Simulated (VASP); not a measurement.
**ZnSe (Stilleite): relaxation of cell and atoms with LDA**

ZnSe (Stilleite):

```xyz
2
Lattice="0.0000 2.8659 2.8659 2.8659 0.0000 2.8659 2.8659 2.8659 0.0000" Properties=species:S:1:pos:R:3 pbc="T T T"
Zn    0.0000    0.0000    0.0000
Se    1.4330    1.4330    1.4330
```

- Program: VASP 6.6.1
- Task: relaxation of cell and atoms
- Functional: LDA
- Potentials or basis: VASP PAW LDA potentials, release 64 (Zn, Se)
- Cutoff: 500 eV
- k mesh: 8 × 8 × 8
- Occupations: gaussian, width 0.02 eV
- Spin: no spin polarisation
- Dipole correction: no
- Further INCAR settings: ALGO = Normal; EDIFF = 1e-07; IBRION = 2; EDIFFG = -0.005; NSW = 70; ISIF = 3

The relaxed volume is 21.68 Å³/atom and the relaxed cell is a = 3.943 Å, b = 3.943 Å, c = 3.943 Å, α = 60.00°, β = 60.00°, γ = 60.00°. The space group after relaxing (to 0.05 Å) is F-43m (No. 216). The energy gained by relaxing is 30.4 meV/atom. The ionic steps are 3. The pressure after relaxing is 0.0 GPa and the band gap on the k mesh is 1.27 eV, direct.

The path:
| step | energy change (eV) | largest force (eV/Å) | pressure (GPa) | volume (Å³) |
| --- | --- | --- | --- | --- |
| 1 | 0.0000 | 0.0000 | -4.87 | 47.08 |
| 2 | -0.0555 | 0.0000 | 1.75 | 42.37 |
| 3 | -0.0608 | 0.0000 | 0.00 | 43.36 |

Final structure:
```xyz
2
Lattice="0.0000 2.7884 2.7884 2.7884 0.0000 2.7884 2.7884 2.7884 0.0000" Properties=species:S:1:pos:R:3 pbc="T T T"
Zn    0.0000    0.0000    0.0000
Se    1.3942    1.3942    1.3942
```

Levels at points of the mesh, in eV from the valence-band top:
| k point | band 6 | band 7 | band 8 | band 9 | band 10 | band 11 | band 12 | band 13 |
| --- | --- | --- | --- | --- | --- | --- | --- | --- |
| (0.00, 0.00, 0.00) | -6.46 | 0.00 | 0.00 | 0.00 | 1.27 | 5.69 | 5.69 | 5.69 |
| (0.50, 0.00, 0.00) | -6.28 | -5.61 | -0.95 | -0.95 | 2.46 | 6.27 | 6.27 | 8.48 |
| (0.50, 0.50, 0.00) | -6.26 | -5.04 | -2.38 | -2.38 | 2.70 | 3.32 | 10.89 | 11.42 |

Wall time 39 s on 1 thread of Intel(R) Xeon(R) Platinum 8375C CPU @ 2.90GHz (Ice Lake), with other jobs on the host, peak memory 0.16 GiB.

As with any semilocal functional, this LDA gap is likely too small. Zero-point motion and thermal expansion aren't in these numbers.
